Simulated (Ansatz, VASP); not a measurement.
**ZnS: VASP beside Ansatz**

File INCAR:

```
ALGO = Normal
EDIFF = 1E-6
ENCUT = 520
GGA = PS
ISIF = 2
ISMEAR = -1
LASPH = True
LCHARG = False
LREAL = False
LWAVE = False
NBANDS = 16
NELM = 100
PREC = Accurate
SIGMA = 0.01
```

The input KPOINTS:

```
k-points
0
Gamma
  8 8 8
```

The input POSCAR:

```
ZnS
1.0
    0.0270465000      2.7181732500      2.7181732500
    2.7181732500      0.0270465000      2.7181732500
    2.7181732500      2.7181732500      0.0270465000
Zn S
1 1
Direct
    0.0000000000      0.0000000000      0.0000000000
    0.7500000000      0.7500000000      0.7500000000
```

Input for Ansatz:

```yaml
crystal:
  lattice:
    - [0.0270465, 2.71817325, 2.71817325]
    - [2.71817325, 0.0270465, 2.71817325]
    - [2.71817325, 2.71817325, 0.0270465]
  atoms:
    - { symbol: Zn, position: [0.0, 0.0, 0.0] }
    - { symbol: S, position: [0.75, 0.75, 0.75] }
kpoints:
  mp_grid: { grid: [8, 8, 8] }
  band_path:
    path:
      - [0.0, 0.0, 0.0]
      - [-0.5, -0.5, -0.5]
      - [-0.5, -0.247543133, -0.752456867]
      - [-0.247543133, 0.247543133, -0.5]
      - [0.0, 0.0, -0.5]
      - [0.0, 0.0, 0.0]
      - [0.0, 0.3737715665, -0.3737715665]
      - [-0.3737715665, 0.0, -0.6262284335]
      - [-0.5, 0.0, -0.5]
    npoints: 5
scf:
  occupations: { method: fermi_dirac, width: 0.01 }
hamiltonian:
  xc: pbesol
  pseudopotentials: { kind: all_electron, lapw: { basis_error: 0.00025 } }
output:
  forces: true
  stress: true
  eigenvalues: true
```

Change from the starting cell: equal xy, yz and zx shear strains of +1 %.

Alike in both runs: task single point; functional PBEsol; k mesh 8 × 8 × 8; occupations fermi-dirac, width 0.01 eV; no spin polarisation.

```csv
,VASP,Ansatz
version,VASP 6.6.1,Ansatz 0.2.0
potentials or method,"VASP PAW PBE potentials, release 64 (Zn, S), cutoff 520 eV","all-electron LAPW, scalar-relativistic"
```

Ansatz gave:

```
gap on the k mesh at the Fermi level (eV)                     : 1.94
pressure (GPa)                                                : -2.1
traceless stress, the component that is largest in VASP (GPa) : -0.64
rms of the force components (eV/Å)                            : 0.047
```

Problem. What did VASP give for the same quantities?

Solution. gap on the k mesh at the Fermi level (eV): 1.94; pressure (GPa): -2.0; traceless stress, the component that is largest in VASP (GPa): -0.65; rms of the force components (eV/Å): 0.047.

VASP's potentials were made for PBE, not for PBEsol. Atom by atom the forces differ by 0.001 eV/Å (rms over components). Ansatz ran all-electron here, and VASP with PAW potentials.
